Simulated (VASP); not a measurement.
Wanted: the native input for a VASP 6.6.1 run.

| Quantity | Value |
| --- | --- |
| Task | single point |
| Functional | PBE |
| Potentials or basis | VASP PAW PBE potentials, release 64 (Rb_sv, O) |
| Cutoff | 520 eV |
| k mesh | 4 × 4 × 4 |
| Occupations | gaussian, width 0.1 eV |
| Spin | no spin polarisation |
| Dipole correction | no |
| Further INCAR settings | ALGO = Normal; EDIFF = 1e-07; NBANDS = 29 |

The structure of Rb4O lies in POSCAR:

```
Rb4O
1.0
   -5.0720289946      5.0720289946      3.5839650762
    5.0720289946     -5.0720289946      3.5839650762
    5.0720289946      5.0720289946     -3.5839650762
Rb O
4 1
Direct
    0.5000000000      0.2455694027      0.7455694027
    0.5000000000      0.7544305973      0.2544305973
    0.2455694027      0.5000000000      0.7455694027
    0.7544305973      0.5000000000      0.2544305973
    0.5000000000      0.5000000000      0.0000000000
```

The cell was built from a structure type or drawn by symmetry, and may not be a known phase.

The input as run:

INCAR

```
PREC     = Accurate       # precision mode
ENCUT    = 520            # plane-wave cutoff, eV
EDIFF    = 1E-7           # SCF threshold, eV
ISMEAR   = 0              # smearing method
SIGMA    = 0.1            # smearing width, eV
LREAL    = False          # projectors in reciprocal space
LASPH    = True           # aspherical terms in the spheres
NELM     = 80             # most SCF steps
ALGO     = Normal         # electronic algorithm
ISIF     = 2              # what is computed and relaxed
LWAVE    = False          # write WAVECAR
LCHARG   = False          # write CHGCAR
GGA      = PE             # functional
NBANDS   = 29             # bands
```

KPOINTS

```
regular mesh
0
Gamma
  4 4 4
```

Potentials or basis: VASP PAW PBE potentials, release 64 (Rb_sv, O).

The run is started by

```bash
$ cat potpaw_PBE.64/Rb_sv/POTCAR potpaw_PBE.64/O/POTCAR > POTCAR
$ mpirun -np 1 vasp_std > vasp.out
```

It gave:

```
Pressure               : 0.2 GPa
Largest force          : 0.041 eV/Å
Band gap on the k mesh : zero (bands 21 and 22 overlap by 0.41 eV)
```

Run time: 2.9 min on 1 thread of Intel(R) Xeon(R) Platinum 8488C (Sapphire Rapids) (shared host), peak memory 0.54 GiB.
